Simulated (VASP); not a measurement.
Write the native input for VASP 6.6.1 that does the following.

| Item | Value |
| --- | --- |
| Task | single point |
| Functional | LDA |
| Potentials or basis | VASP PAW LDA potentials, release 64 (Na_pv, I) |
| Cutoff | 520 eV |
| k mesh | 8 × 8 × 8 |
| Occupations | gaussian, width 0.05 eV |
| Spin | no spin polarisation |
| Dipole correction | no |
| Further INCAR settings | ALGO = Normal; EDIFF = 1e-06; NBANDS = 14 |

The structure of NaI lies in POSCAR:

```
NaI
1.0
    0.0000000000      3.2807397564      3.1495101662
    3.2807397564      0.0000000000      3.1495101662
    3.2807397564      3.2807397564      0.0000000000
Na I
1 1
Direct
    0.0000000000      0.0000000000      0.0000000000
    0.5000000000      0.5000000000      0.5000000000
```

This cell differs from its parent crystal: ratio of the length along z to the lengths across it x 0.96, volume and fractional coordinates fixed.

One way to write it, as run:

INCAR

```
ALGO = Normal
EDIFF = 1E-6
ENCUT = 520
GGA = CA
ISIF = 2
ISMEAR = 0
LASPH = True
LCHARG = False
LREAL = False
LWAVE = False
NBANDS = 14
NELM = 60
PREC = Accurate
SIGMA = 0.05
```

KPOINTS

```
k-points
0
Gamma
  8 8 8
```

Potentials or basis: VASP PAW LDA potentials, release 64 (Na_pv, I).

Command:

```bash
$ cat potpaw_LDA.64/Na_pv/POTCAR potpaw_LDA.64/I/POTCAR > POTCAR
$ mpirun -np 1 vasp_std > vasp.out
```

Results of the run:

```json
{"Pressure": "-1.5 GPa", "Band gap on the k mesh": "3.33 eV"}
```

Caveat: spin-orbit coupling is left out, which moves the levels of the heavy elements.

Run time: 62 s on 1 thread of Intel Xeon 8259CL, with other jobs on the host, peak memory 0.2 GiB.
